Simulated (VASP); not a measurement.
A run of VASP 6.6.1 is set up as follows.

Contents of POSCAR:

```
Pt
1.0
    0.0000000000      1.9700946808      1.9700946808
    1.9700946808      0.0000000000      1.9700946808
    1.9700946808      1.9700946808      0.0000000000
Pt
1
Direct
    0.0000000000      0.0000000000      0.0000000000
```

INCAR.step1

```
PREC = Accurate ; ENCUT = 600
ISMEAR = -1 ; SIGMA = 0.15
LREAL = F ; LASPH = T
NELM = 100 ; GGA = PE
ALGO = Normal ; EDIFF = 1E-4
LWAVE = T ; LCHARG = F
```

INCAR.step2

```
PREC = Accurate ; ENCUT = 600
EDIFF = 1E-6 ; ISMEAR = -1
SIGMA = 0.15 ; LREAL = F
LASPH = T ; NELM = 100
ALGO = Normal ; ISIF = 3
LWAVE = F ; LCHARG = F
METAGGA = R2SCAN ; LMIXTAU = T
IBRION = 2 ; NSW = 80
EDIFFG = -0.001 ; ISTART = 1
```

The input KPOINTS:

```
Automatic mesh
0
Gamma
  20 20 20
```

Potentials or basis: VASP PAW PBE potentials, release 64 (Pt).

Command:

```console
$ cat potpaw_PBE.64/Pt/POTCAR > POTCAR
$ cp INCAR.step1 INCAR
$ mpirun -np 1 vasp_std > vasp.out
$ cp INCAR.step2 INCAR
$ mpirun -np 1 vasp_std > vasp.out
```

What does it give for the relaxed cell?

a = 2.791 Å, b = 2.791 Å, c = 2.791 Å, α = 60.00°, β = 60.00°, γ = 60.00°.

Predict the band gap on the k mesh.

zero (bands 5 and 6 overlap by 2.31 eV).

What does it give for the space group after relaxing (to 0.1 Å)?

Fm-3m (No. 225).

Final structure:
```
CELL_PARAMETERS angstrom
0.00000 1.97363 1.97363
1.97363 0.00000 1.97363
1.97363 1.97363 0.00000
ATOMIC_POSITIONS crystal
Pt 0.00000 0.00000 0.00000
```

Caveat: spin-orbit coupling is left out, which moves the levels of the heavy elements. Zero-point motion and thermal expansion aren't in these numbers.
